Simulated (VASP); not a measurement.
# Ca (Im-3m) in VASP: notebook

The runs below take Ca through single point, with r2SCAN.

Program: VASP 6.6.1. These are calculated values, not measurements. Logs are shortened: lines on timing, memory, paths and dates and some standing lists are left out, and cuts for length are marked.

### Step 1. The cell of the first run

Symmetry: Im-3m, No. 229, cubic system. Conventional cell: a = 4.440 Å, b = 4.440 Å, c = 4.440 Å, α = 90.00°, β = 90.00°, γ = 90.00°. Ca (site symmetry m-3m) has 14 Ca at 3.84 to 4.44 Å within 5.0 Å.

This isn't the form of Ca at room conditions, which is fcc.

### Step 2. Single point, r2SCAN

Input file POSCAR:

```
Ca
1.0
   -2.2199092317      2.2199092317      2.2199092317
    2.2199092317     -2.2199092317      2.2199092317
    2.2199092317      2.2199092317     -2.2199092317
Ca
1
Direct
    0.0000000000      0.0000000000      0.0000000000
```

Input file INCAR.step1:

```
  PREC = Accurate
  ENCUT = 520
  ISMEAR = 1
  SIGMA = 0.1
  LREAL = F
  LASPH = T
  NELM = 100
  NBANDS = 11
  GGA = PE
  ALGO = Normal
  EDIFF = 1E-4
  LWAVE = T
  LCHARG = F
```

Input file INCAR.step2:

```
  PREC = Accurate
  ENCUT = 520
  EDIFF = 1E-6
  ISMEAR = 1
  SIGMA = 0.1
  LREAL = F
  LASPH = T
  NELM = 100
  ALGO = Normal
  ISIF = 2
  LWAVE = F
  LCHARG = F
  METAGGA = R2SCAN
  LMIXTAU = T
  NBANDS = 11
  ISTART = 1
```

Input file KPOINTS:

```
Automatic mesh
0
Gamma
  9 9 9
```

Potentials or basis: VASP PAW PBE potentials, release 64 (Ca_sv).

Command:

```console
> cat potpaw_PBE.64/Ca_sv/POTCAR > POTCAR
> cp INCAR.step1 INCAR
> mpirun -np 1 vasp_std > vasp.out
> cp INCAR.step2 INCAR
> mpirun -np 1 vasp_std > vasp.out
```

OUTCAR:

```text
PREC = Accurate
   ENCUT = 520
   EDIFF = 1E-6
   ISMEAR = 1
   LREAL = F
   LASPH = T
   NELM = 100
   ISIF = 2
   METAGGA = R2SCAN
   ISTART = 1

 ion  position               nearest neighbor table
   1  0.000  0.000  0.000-

  LATTYP: Found a body centered cubic cell.
 ALAT       =     4.4398184634

  Lattice vectors:

 A1 = (  -2.2199092317,   2.2199092317,   2.2199092317)
 A2 = (   2.2199092317,  -2.2199092317,   2.2199092317)
 A3 = (   2.2199092317,   2.2199092317,  -2.2199092317)

Analysis of symmetry for initial positions (statically):
=====================================================================
 Subroutine PRICEL returns:
 Original cell was already a primitive cell.

 Routine SETGRP: Setting up the symmetry group for a
 body centered cubic supercell.

 Subroutine GETGRP returns: Found 48 space group operations
 (whereof 48 operations were pure point group operations)
 out of a pool of 48 trial point group operations.

The static configuration has the point symmetry O_h .

Analysis of symmetry for dynamics (positions and initial velocities):
=====================================================================
 Subroutine PRICEL returns:
 Original cell was already a primitive cell.

 Routine SETGRP: Setting up the symmetry group for a
 body centered cubic supercell.

 Subroutine GETGRP returns: Found 48 space group operations
 (whereof 48 operations were pure point group operations)
 out of a pool of 48 trial point group operations.

The dynamic configuration has the point symmetry O_h .

 Subroutine INISYM returns: Found 48 space group operations
 (whereof 48 operations are pure point group operations),
 and found     1 'primitive' translations

----------------------------------------------------------------------------------------

                                     Primitive cell

  volume of cell :      43.7588

  direct lattice vectors                    reciprocal lattice vectors
    -2.219909232  2.219909232  2.219909232     0.000000000  0.225234434  0.225234434
     2.219909232 -2.219909232  2.219909232     0.225234434  0.000000000  0.225234434
     2.219909232  2.219909232 -2.219909232     0.225234434  0.225234434  0.000000000

  length of vectors
     3.844995577  3.844995577  3.844995577     0.318529592  0.318529592  0.318529592

  position of ions in fractional coordinates (direct lattice)
     0.000000000  0.000000000  0.000000000

  ion indices of the primitive-cell ions
   primitive index   ion index
                 1           1

----------------------------------------------------------------------------------------

 KPOINTS: Automatic mesh

Automatic generation of k-mesh.
 Grid dimensions read from file:
 generate k-points for:    9    9    9

 Generating k-lattice:

  Cartesian coordinates                     Fractional coordinates (reciprocal lattice)
     0.000000000  0.025026048  0.025026048     0.111111111  0.000000000  0.000000000
     0.025026048  0.000000000  0.025026048     0.000000000  0.111111111  0.000000000
     0.025026048  0.025026048  0.000000000     0.000000000  0.000000000  0.111111111

  Length of vectors
     0.035392177  0.035392177  0.035392177

  Shift w.r.t. Gamma in fractional coordinates (k-lattice)
     0.000000000  0.000000000  0.000000000

 Subroutine IBZKPT returns following result:
 ===========================================

 Found     35 irreducible k-points:

 Following reciprocal coordinates:
            Coordinates               Weight
  0.000000  0.000000  0.000000      1.000000
  0.111111  0.000000  0.000000     12.000000
  0.222222  0.000000  0.000000     12.000000
  0.333333  0.000000  0.000000     12.000000
  0.444444  0.000000  0.000000     12.000000
  0.111111  0.111111  0.000000     24.000000
[... 16 lines left out ...]
 -0.333333  0.444444  0.111111     48.000000
 -0.444444 -0.444444  0.111111     24.000000
 [... further k-points ...]
   k-points           NKPTS =     35   k-points in BZ     NKDIM =     35   number of bands    NBANDS=     11
   number of dos      NEDOS =    301   number of ions     NIONS =      1
   total plane-waves  NPLWV =  27000
   dimension x,y,z NGX =    30 NGY =   30 NGZ =   30
   dimension x,y,z NGXF=    60 NGYF=   60 NGZF=   60
   ions per type =               1
   NGX,Y,Z   is equivalent  to a cutoff of  12.97, 12.97, 12.97 a.u.
   NGXF,Y,Z  is equivalent  to a cutoff of  25.94, 25.94, 25.94 a.u.
 SYSTEM =  unknown system
   PREC   = accura    normal or accurate (medium, high low for compatibility)
   ISTART =      1    job   : 0-new  1-cont  2-samecut
   ICHARG =      0    charge: 1-file 2-atom 10-const
   ISPIN  =      1    spin polarized calculation?
   LNONCOLLINEAR =      F non collinear calculations
   LSORBIT =      F    spin-orbit coupling
   LASPH  =      T    aspherical Exc in radial PAW
   ENCUT  =  520.0 eV  38.22 Ry    6.18 a.u.   7.15  7.15  7.15*2*pi/ulx,y,z
   NELM   =    100;   NELMIN=  2; NELMDL=  0     # of ELM steps
   EDIFF  = 0.1E-05   stopping-criterion for ELM
   LREAL  =      F    real-space projection
   EDIFFG = 0.1E-04   stopping-criterion for IOM
   NSW    =      0    number of steps for IOM
   IBRION =     -1    ionic relax: 0-MD 1-quasi-New 2-CG
   NFREE  =      0    steps in history (QN), initial steepest desc. (CG)
   ISIF   =      2    stress and relaxation
   ISYM   =      2    0-nonsym 1-usesym 2-fastsym
   POTIM  = 0.5000    time-step for ionic-motion
   TEBEG  =    0.0;   TEEND  =   0.0 temperature during run
   PSTRESS=    0.0 pullay stress
   NELECT =      10.0000    total number of electrons
   NUPDOWN=      -1.0000    fix difference up-down
   EMIN   =  10.00;   EMAX   =-10.00  energy-range for DOS
   EFERMI =   0.00;   METHOD = LEGACY
   ISMEAR =     1;   SIGMA  =   0.10  broadening in eV -4-tet -1-fermi 0-gaus
   EFERMI_NEDOS =   21; number of points for ismear=-14 and -15
   IALGO  =     38    algorithm
   IMIX   =      4    mixing-type and parameters
     AMIX     =   0.40;   BMIX     =  1.00
     AMIX_MAG =   1.60;   BMIX_MAG =  1.00
  volume/ion in A,a.u.               =      43.76       295.30
  Fermi-wavevector in a.u.,A,eV,Ry     =   1.000890  1.891408 13.630051  1.001780
  Thomas-Fermi vector in A             =   2.133276
   LORBIT       =      0    0 simple, 1 ext, 2 COOP (PROOUT), +10 PAW based schemes
   METAGGA = R2SCAN    functional components
   LHFCALC =     F    Hartree Fock is set to
   AEXX    =    0.0000 exact exchange contribution
   IVDW    =     0    specifies the selected vdW correction
   LEPSILON=     F    determine dielectric tensor
   LRPA    =     F    only Hartree local field effects (RPA)
 non-spin polarized calculation
 Methfessel and Paxton  Order N= 1 SIGMA  =   0.10
  energy-cutoff  :      520.00
  volume of cell :       43.76
 maximum number of plane-waves:      1205
 NGX is ok and might be reduce to    30
   NGX = 15   NGY = 15   NGZ = 15

 number of electron      10.0000003 magnetization

 Free energy of the ion-electron system (eV)
  ---------------------------------------------------
  ext. energy  EPLUGINS =         0.00000000
  ---------------------------------------------------
  free energy    TOTEN  =        -7.01612180 eV

  energy without entropy =       -7.01592566  energy(sigma->0) =       -7.01605642

 E-fermi :   1.9228     XC(G=0):  -8.1018

 val. band max:        1.8472376080   @ k =   0.2222   0.2222   0.2222
 cond. band min:       1.9279839138   @ k =   0.3333   0.2222   0.1111
 fundamental gap:      0.0807463057
 Fermi energy:         1.9227902952

 k-point     1 :       0.0000    0.0000    0.0000
  band No.  band energies     occupation
      1     -42.0310      2.00000
      2     -22.0601      2.00000
      3     -22.0600      2.00000
      4     -22.0600      2.00000
      5      -2.3616      2.00000
      6       4.5078      0.00000
      7       4.5078      0.00000
      8       4.5078      0.00000
      9       5.5651      0.00000
     10       5.5651      0.00000
     11      12.4920      0.00000

 k-point     2 :       0.1111    0.0000    0.0000
  band No.  band energies     occupation
      1     -42.0294      2.00000
      2     -22.0754      2.00000
      3     -22.0651      2.00000
      4     -22.0600      2.00000
      5      -2.1330      2.00000
      6       4.3648      0.00000
      7       4.3929      0.00000
      8       4.6754      0.00000
      9       5.4195      0.00000
     10       5.5687      0.00000
     11      12.0878      0.00000

 k-point     3 :       0.2222    0.0000    0.0000
  band No.  band energies     occupation
      1     -42.0255      2.00000
      2     -22.1141      2.00000
      3     -22.0779      2.00000
      4     -22.0599      2.00000
      5      -1.4736      2.00000
      6       3.8591     -0.00000
      7       4.0371      0.00000
      8       5.1543      0.00000
      9       5.3596      0.00000
     10       5.6072      0.00000
     11      10.5126      0.00000

 k-point     4 :       0.3333    0.0000    0.0000
  band No.  band energies     occupation
      1     -42.0211      2.00000
      2     -22.1576      2.00000
      3     -22.0925      2.00000
      4     -22.0598      2.00000
      5      -0.4682      2.00000
      6       3.0212     -0.00000
      7       3.7102     -0.00000
      8       5.4614      0.00000
      9       5.7114      0.00000
     10       5.8506      0.00000
     11       8.7599      0.00000
[... 239 lines left out ...]
 k-point    22 :      -0.4444    0.4444    0.1111
  band No.  band energies     occupation
      1     -42.0169      2.00000
      2     -22.1816      2.00000
      3     -22.1078      2.00000
      4     -22.0710      2.00000
      5       0.8735      2.00000
      6       2.1190     -0.01805
      7       3.6661     -0.00000
      8       5.0708      0.00000
      9       5.8679      0.00000
     10       6.4568      0.00000
     11       7.7229      0.00000

 k-point    23 :      -0.3333    0.4444    0.1111
  band No.  band energies     occupation
      1     -42.0167      2.00000
      2     -22.1663      2.00000
      3     -22.1155      2.00000
      4     -22.0806      2.00000
      5       0.5991      2.00000
      6       2.6457     -0.00000
      7       3.6484     -0.00000
      8       4.9670      0.00000
      9       5.7293      0.00000
     10       6.2956      0.00000
     11       8.0817      0.00000

 k-point    24 :      -0.4444   -0.4444    0.1111
  band No.  band energies     occupation
      1     -42.0153      2.00000
      2     -22.1766      2.00000
      3     -22.1224      2.00000
      4     -22.0805      2.00000
      5       1.6058      2.00007
      6       1.8235      2.04883
      7       3.5102     -0.00000
      8       4.9796      0.00000
      9       5.8561      0.00000
     10       6.7207      0.00000
     11       7.4008      0.00000

 [... further k-points ...]

------------------------ aborting loop because EDIFF is reached ----------------------------------------

  FORCE on cell =-STRESS in cart. coord.  units (eV):
  Direction    XX          YY          ZZ          XY          YZ          ZX
  --------------------------------------------------------------------------------------
  -------------------------------------------------------------------------------------
  Total       -0.0249871     -0.0249871     -0.0249871      0.0000000      0.0000000     -0.0000000
  in kB       -0.9148723     -0.9148723     -0.9148723      0.0000000      0.0000000     -0.0000000
  external PRESSURE =      -0.9148723 kB  Pullay stress =       0.0000000 kB

 VOLUME and BASIS-vectors are now :
 -----------------------------------------------------------------------------
  energy-cutoff  :      520.00
  volume of cell :       43.76
      direct lattice vectors                 reciprocal lattice vectors
    -2.219909232  2.219909232  2.219909232     0.000000000  0.225234434  0.225234434
     2.219909232 -2.219909232  2.219909232     0.225234434  0.000000000  0.225234434
     2.219909232  2.219909232 -2.219909232     0.225234434  0.225234434  0.000000000

 POSITION                                       TOTAL-FORCE (eV/Angst)
 -----------------------------------------------------------------------------------
      0.00000      0.00000      0.00000         0.000000     -0.000000      0.000000
 -----------------------------------------------------------------------------------
    total drift:                               -0.000000     -0.000000      0.000000

  FREE ENERGIE OF THE ION-ELECTRON SYSTEM (eV)
  ---------------------------------------------------
  free  energy   TOTEN  =        -7.0161217960 eV

  energy  without entropy=       -7.0159256581  energy(sigma->0) =       -7.01605642
```

Run time: 71 s. Hardware: 1 thread of Intel Xeon Platinum 8488C (Sapphire Rapids), shared host; peak memory 0.17 GiB.

Results:

```yaml
Free_energy: -7.0161 eV
Pressure: -0.1 GPa
Band_gap_on_the_k_mesh: zero (bands 5 and 6 overlap by 0.32 eV)
```

Caveat: the PAW data sets were made with another functional, which shifts forces and pressure a little.

### Step 3. Single point, r2SCAN

This run uses another cell than the first one, of 44.96 Å³/atom.

Input file POSCAR:

```
Ca
1.0
   -2.2400000000      2.2400000000      2.2400000000
    2.2400000000     -2.2400000000      2.2400000000
    2.2400000000      2.2400000000     -2.2400000000
Ca
1
Direct
    0.0000000000      0.0000000000      0.0000000000
```

Input file INCAR.step1:

```
ALGO = Normal ; EDIFF = 1E-4
ENCUT = 520 ; GGA = PE
ISMEAR = 1 ; LASPH = True
LCHARG = False ; LREAL = False
LWAVE = True ; NBANDS = 11
NELM = 100 ; PREC = Accurate
SIGMA = 0.1
```

Input file INCAR.step2:

```
ALGO = Normal ; EDIFF = 1E-6
ENCUT = 520 ; ISIF = 2
ISMEAR = 1 ; ISTART = 1
LASPH = True ; LCHARG = False
LMIXTAU = True ; LREAL = False
LWAVE = False ; METAGGA = R2SCAN
NBANDS = 11 ; NELM = 100
PREC = Accurate ; SIGMA = 0.1
```

Input file KPOINTS:

```
k-points
0
Gamma
  9 9 9
```

Potentials or basis: VASP PAW PBE potentials, release 64 (Ca_sv).

Command:

```console
> cat potpaw_PBE.64/Ca_sv/POTCAR > POTCAR
> cp INCAR.step1 INCAR
> mpirun -np 1 vasp_std > vasp.out
> cp INCAR.step2 INCAR
> mpirun -np 1 vasp_std > vasp.out
```

Run time: 74 s. Hardware: 1 thread of Intel Xeon Platinum 8488C (Sapphire Rapids), shared host; peak memory 0.17 GiB.

It converged, with:

```yaml
Free_energy: -7.0141 eV
Pressure: -0.6 GPa
Band_gap_on_the_k_mesh: zero (bands 5 and 6 overlap by 0.36 eV)
```

Levels at points of the mesh, in eV from the Fermi level:
```tsv
k point	band 2	band 3	band 4	band 5	band 6	band 7	band 8	band 9
(0.00, 0.00, 0.00)	-24.05	-24.05	-24.05	-4.23	2.55	2.55	2.55	3.58
```

Caveat: the PAW data sets were made with another functional, which shifts forces and pressure a little.

(Part 1 of 2 ends here.)

The gap in the log of VASP goes by the Fermi energy; the results here count the filled bands.